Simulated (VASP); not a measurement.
# Mg2ZnO3 (P-3m1) in VASP: notebook

The runs below take Mg2ZnO3 through single point, with PBEsol.

All numbers are computed with VASP 6.6.1; they aren't measurements. Logs are shortened: lines on timing, memory, paths and dates and some standing lists are left out, and cuts for length are marked.

### Step 1. The cell of the first run

Symmetry: P-3m1, No. 164, trigonal system. Conventional cell: a = 3.033 Å, b = 3.033 Å, c = 7.403 Å, α = 90.00°, β = 90.00°, γ = 120.00°. Within 2.8 Å of Mg (site symmetry 3m) lie 6 O at 2.12 to 2.14 Å. Zn (site symmetry -3m) has 6 O at 2.17 Å within 2.9 Å. O (site symmetry 3m) has 3 Mg at 2.12 Å and 3 Zn at 2.17 Å within 2.8 Å. Within 2.8 Å of O (site symmetry -3m) lie 6 Mg at 2.14 Å.

### Step 2. Single point, PBEsol

File INCAR:

```
PREC = Accurate ; ENCUT = 520
EDIFF = 1E-6 ; ISMEAR = 0
SIGMA = 0.01 ; LREAL = F
LASPH = T ; NELM = 100
ALGO = Normal ; ISIF = 2
LWAVE = F ; LCHARG = F
GGA = PS ; NBANDS = 26
```

File KPOINTS:

```
Automatic mesh
0
Gamma
  3 3 1
```

File POSCAR:

```
Mg2ZnO3
1.0
    3.0329990000      0.0000000000      0.0000000000
   -1.5164990000      2.6266540000      0.0000000000
    0.0000000000      0.0000000000      7.4033160000
Mg Zn O
2 1 3
Direct
    0.3333333333      0.6666666667      0.6658000000
    0.6666666667      0.3333333333      0.3342000000
    0.0000000000      0.0000000000      0.0000000000
    0.3333333333      0.6666666667      0.1726190000
    0.6666666667      0.3333333333      0.8273810000
    0.0000000000      0.0000000000      0.5000000000
```

Potentials or basis: VASP PAW PBE potentials, release 64 (Mg, Zn, O).

Started as:

```
cat potpaw_PBE.64/Mg/POTCAR potpaw_PBE.64/Zn/POTCAR potpaw_PBE.64/O/POTCAR > POTCAR
mpirun -np 1 vasp_std > vasp.out
```

OUTCAR:

```text
PREC = Accurate
   ENCUT = 520
   EDIFF = 1E-6
   ISMEAR = 0
   LREAL = F
   LASPH = T
   NELM = 100
   ISIF = 2
   GGA = PS

 ion  position               nearest neighbor table
   1  0.333  0.667  0.666-   5 2.12   5 2.12   5 2.12   6 2.14   6 2.14   6 2.14   2 3.02   2 3.02
                             2 3.02   3 3.03   3 3.03   3 3.03
   2  0.667  0.333  0.334-   4 2.12   4 2.12   4 2.12   6 2.14   6 2.14   6 2.14   1 3.02   1 3.02
                             1 3.02   3 3.03   3 3.03   3 3.03
   3  0.000  0.000  0.000-   4 2.17   5 2.17   4 2.17   5 2.17   5 2.17   4 2.17   1 3.03   2 3.03
                             1 3.03   2 3.03   1 3.03   2 3.03
   4  0.333  0.667  0.173-   2 2.12   2 2.12   2 2.12   3 2.17   3 2.17   3 2.17
   5  0.667  0.333  0.827-   1 2.12   1 2.12   1 2.12   3 2.17   3 2.17   3 2.17
   6  0.000  0.000  0.500-   1 2.14   2 2.14   1 2.14   2 2.14   2 2.14   1 2.14

  LATTYP: Found a hexagonal cell.
 ALAT       =     3.0329990000
 C/A-ratio  =     2.4409226643

  Lattice vectors:

 A1 = (   3.0329990000,   0.0000000000,   0.0000000000)
 A2 = (  -1.5164990000,   2.6266540000,   0.0000000000)
 A3 = (   0.0000000000,   0.0000000000,   7.4033160000)

Analysis of symmetry for initial positions (statically):
=====================================================================
 Subroutine PRICEL returns:
 Original cell was already a primitive cell.

 Routine SETGRP: Setting up the symmetry group for a
 hexagonal supercell.

 Subroutine GETGRP returns: Found 12 space group operations
 (whereof 12 operations were pure point group operations)
 out of a pool of 24 trial point group operations.

The static configuration has the point symmetry D_3d.

Analysis of symmetry for dynamics (positions and initial velocities):
=====================================================================
 Subroutine PRICEL returns:
 Original cell was already a primitive cell.

 Routine SETGRP: Setting up the symmetry group for a
 hexagonal supercell.

 Subroutine GETGRP returns: Found 12 space group operations
 (whereof 12 operations were pure point group operations)
 out of a pool of 24 trial point group operations.

The dynamic configuration has the point symmetry D_3d.

 Subroutine INISYM returns: Found 12 space group operations
 (whereof 12 operations are pure point group operations),
 and found     1 'primitive' translations

----------------------------------------------------------------------------------------

                                     Primitive cell

  volume of cell :      58.9795

  direct lattice vectors                    reciprocal lattice vectors
     3.032999000  0.000000000  0.000000000     0.329706670  0.190356185  0.000000000
    -1.516499000  2.626654000  0.000000000     0.000000000  0.380712496  0.000000000
     0.000000000  0.000000000  7.403316000     0.000000000  0.000000000  0.135074607

  length of vectors
     3.032999000  3.032998591  7.403316000     0.380712444  0.380712496  0.135074607

  position of ions in fractional coordinates (direct lattice)
     0.333333333  0.666666667  0.665800000
     0.666666667  0.333333333  0.334200000
     0.000000000  0.000000000  0.000000000
     0.333333333  0.666666667  0.172619000
     0.666666667  0.333333333  0.827381000
     0.000000000  0.000000000  0.500000000

  ion indices of the primitive-cell ions
   primitive index   ion index
                 1           1
                 2           2
                 3           3
                 4           4
                 5           5
                 6           6

----------------------------------------------------------------------------------------

 KPOINTS: Automatic mesh

Automatic generation of k-mesh.
 Grid dimensions read from file:
 generate k-points for:    3    3    1

 Generating k-lattice:

  Cartesian coordinates                     Fractional coordinates (reciprocal lattice)
     0.109902223  0.063452062  0.000000000     0.333333333  0.000000000  0.000000000
     0.000000000  0.126904165  0.000000000     0.000000000  0.333333333  0.000000000
     0.000000000  0.000000000  0.135074607     0.000000000  0.000000000  1.000000000

  Length of vectors
     0.126904148  0.126904165  0.135074607

  Shift w.r.t. Gamma in fractional coordinates (k-lattice)
     0.000000000  0.000000000  0.000000000

 Subroutine IBZKPT returns following result:
 ===========================================

 Found      3 irreducible k-points:

 Following reciprocal coordinates:
            Coordinates               Weight
  0.000000  0.000000  0.000000      1.000000
  0.333333  0.000000  0.000000      6.000000
  0.333333  0.333333  0.000000      2.000000
   k-points           NKPTS =      3   k-points in BZ     NKDIM =      3   number of bands    NBANDS=     26
   number of dos      NEDOS =    301   number of ions     NIONS =      6
   total plane-waves  NPLWV =  32256
   dimension x,y,z NGX =    24 NGY =   24 NGZ =   56
   dimension x,y,z NGXF=    48 NGYF=   48 NGZF=  112
   ions per type =               2   1   3
   NGX,Y,Z   is equivalent  to a cutoff of  13.15, 13.15, 12.58 a.u.
   NGXF,Y,Z  is equivalent  to a cutoff of  26.31, 26.31, 25.15 a.u.
 SYSTEM =  unknown system
   PREC   = accura    normal or accurate (medium, high low for compatibility)
   ISTART =      0    job   : 0-new  1-cont  2-samecut
   ICHARG =      2    charge: 1-file 2-atom 10-const
   ISPIN  =      1    spin polarized calculation?
   LNONCOLLINEAR =      F non collinear calculations
   LSORBIT =      F    spin-orbit coupling
   LASPH  =      T    aspherical Exc in radial PAW
   ENCUT  =  520.0 eV  38.22 Ry    6.18 a.u.   5.64  5.64 13.77*2*pi/ulx,y,z
   NELM   =    100;   NELMIN=  2; NELMDL= -5     # of ELM steps
   EDIFF  = 0.1E-05   stopping-criterion for ELM
   LREAL  =      F    real-space projection
   EDIFFG = 0.1E-04   stopping-criterion for IOM
   NSW    =      0    number of steps for IOM
   IBRION =     -1    ionic relax: 0-MD 1-quasi-New 2-CG
   NFREE  =      0    steps in history (QN), initial steepest desc. (CG)
   ISIF   =      2    stress and relaxation
   ISYM   =      2    0-nonsym 1-usesym 2-fastsym
   POTIM  = 0.5000    time-step for ionic-motion
   TEBEG  =    0.0;   TEEND  =   0.0 temperature during run
   PSTRESS=    0.0 pullay stress
   NELECT =      34.0000    total number of electrons
   NUPDOWN=      -1.0000    fix difference up-down
   EMIN   =  10.00;   EMAX   =-10.00  energy-range for DOS
   EFERMI =   0.00;   METHOD = LEGACY
   ISMEAR =     0;   SIGMA  =   0.01  broadening in eV -4-tet -1-fermi 0-gaus
   EFERMI_NEDOS =   21; number of points for ismear=-14 and -15
   IALGO  =     38    algorithm
   IMIX   =      4    mixing-type and parameters
     AMIX     =   0.40;   BMIX     =  1.00
     AMIX_MAG =   1.60;   BMIX_MAG =  1.00
  volume/ion in A,a.u.               =       9.83        66.34
  Fermi-wavevector in a.u.,A,eV,Ry     =   1.362492  2.574737 25.257648  1.856385
  Thomas-Fermi vector in A             =   2.488977
   LORBIT       =      0    0 simple, 1 ext, 2 COOP (PROOUT), +10 PAW based schemes
   GGA     = PS    functional components
   LHFCALC =     F    Hartree Fock is set to
   AEXX    =    0.0000 exact exchange contribution
   IVDW    =     0    specifies the selected vdW correction
   LEPSILON=     F    determine dielectric tensor
   LRPA    =     F    only Hartree local field effects (RPA)
 non-spin polarized calculation
 Gauss-broadening in eV      SIGMA  =   0.01
  energy-cutoff  :      520.00
  volume of cell :       58.98
 maximum number of plane-waves:      1588
 NGX is ok and might be reduce to    24
   NGX = 11   NGY = 11   NGZ = 27

 number of electron      34.0000021 magnetization

 Free energy of the ion-electron system (eV)
  ---------------------------------------------------
  ext. energy  EPLUGINS =         0.00000000
  ---------------------------------------------------
  free energy    TOTEN  =       -34.28372309 eV

  energy without entropy =      -34.28372309  energy(sigma->0) =      -34.28372309

 E-fermi :   2.7591     XC(G=0): -11.5461

 val. band max:        2.6268492488   @ k =   0.0000   0.0000   0.0000
 cond. band min:       5.4713277245   @ k =   0.0000   0.0000   0.0000
 fundamental gap:      2.8444784756
 Fermi energy:         2.7591195393

 k-point     1 :       0.0000    0.0000    0.0000
  band No.  band energies     occupation
      1     -14.7982      2.00000
      2     -13.9685      2.00000
      3     -13.7436      2.00000
      4      -2.8543      2.00000
      5      -2.0367      2.00000
      6      -2.0367      2.00000
[... 18 lines left out ...]
     25      18.0858      0.00000
     26      18.0858      0.00000

 k-point     2 :       0.3333    0.0000    0.0000
  band No.  band energies     occupation
      1     -13.9745      2.00000
      2     -13.5743      2.00000
      3     -13.3170      2.00000
      4      -2.6500      2.00000
      5      -2.3115      2.00000
      6      -1.9651      2.00000
[... 18 lines left out ...]
     25      15.0430      0.00000
     26      16.9826      0.00000

 k-point     3 :       0.3333    0.3333    0.0000
  band No.  band energies     occupation
      1     -13.4133      2.00000
      2     -13.4133      2.00000
      3     -13.1247      2.00000
      4      -2.3564      2.00000
      5      -2.3564      2.00000
      6      -2.1392      2.00000
[... 18 lines left out ...]
     25      14.3874      0.00000
     26      14.3874      0.00000

------------------------ aborting loop because EDIFF is reached ----------------------------------------

  FORCE on cell =-STRESS in cart. coord.  units (eV):
  Direction    XX          YY          ZZ          XY          YZ          ZX
  --------------------------------------------------------------------------------------
  -------------------------------------------------------------------------------------
  Total       -1.9900456     -1.9900454     -2.5117006     -0.0000004      0.0000000     -0.0000000
  in kB      -54.0595213    -54.0595137    -68.2302616     -0.0000103      0.0000000     -0.0000000
  external PRESSURE =     -58.7830989 kB  Pullay stress =       0.0000000 kB

 VOLUME and BASIS-vectors are now :
 -----------------------------------------------------------------------------
  energy-cutoff  :      520.00
  volume of cell :       58.98
      direct lattice vectors                 reciprocal lattice vectors
     3.032999000  0.000000000  0.000000000     0.329706670  0.190356185  0.000000000
    -1.516499000  2.626654000  0.000000000     0.000000000  0.380712496  0.000000000
     0.000000000  0.000000000  7.403316000     0.000000000  0.000000000  0.135074607

 POSITION                                       TOTAL-FORCE (eV/Angst)
 -----------------------------------------------------------------------------------
      0.00000      1.75110      4.92913         0.000000     -0.000000      0.023195
      1.51650      0.87555      2.47419         0.000000      0.000000     -0.023195
      0.00000      0.00000      0.00000         0.000000      0.000000      0.000000
      0.00000      1.75110      1.27795         0.000000     -0.000000     -0.041112
      1.51650      0.87555      6.12536        -0.000000      0.000000      0.041112
      0.00000      0.00000      3.70166         0.000000      0.000000      0.000000
 -----------------------------------------------------------------------------------
    total drift:                               -0.000000      0.000000      0.000000

  FREE ENERGIE OF THE ION-ELECTRON SYSTEM (eV)
  ---------------------------------------------------
  free  energy   TOTEN  =       -34.2837230866 eV

  energy  without entropy=      -34.2837230866  energy(sigma->0) =      -34.28372309
```

It took 12 s on 1 thread of Intel Xeon Platinum 8488C (Sapphire Rapids), shared host; peak memory 0.17 GiB.

What came out:

| Item | Value |
| --- | --- |
| Free energy | -34.2837 eV |
| Pressure | -5.9 GPa |
| Largest force | 0.041 eV/Å |
| Band gap on the k mesh | 2.84 eV, direct |

Forces on the atoms (eV/Å):
```
Mg   0.000  0.000  0.023
Mg   0.000  0.000 -0.023
Zn   0.000  0.000  0.000
O    0.000  0.000 -0.041
O    0.000  0.000  0.041
O    0.000  0.000  0.000
```

Stress tensor (GPa, compression positive):
```
-5.41  0.00  0.00
 0.00 -5.41  0.00
 0.00  0.00 -6.82
```

Caveat: the k points lie up to 0.85 Å⁻¹ apart; the PAW data sets were made with another functional, which shifts forces and pressure a little.

(Part 1 of 2 ends here.)
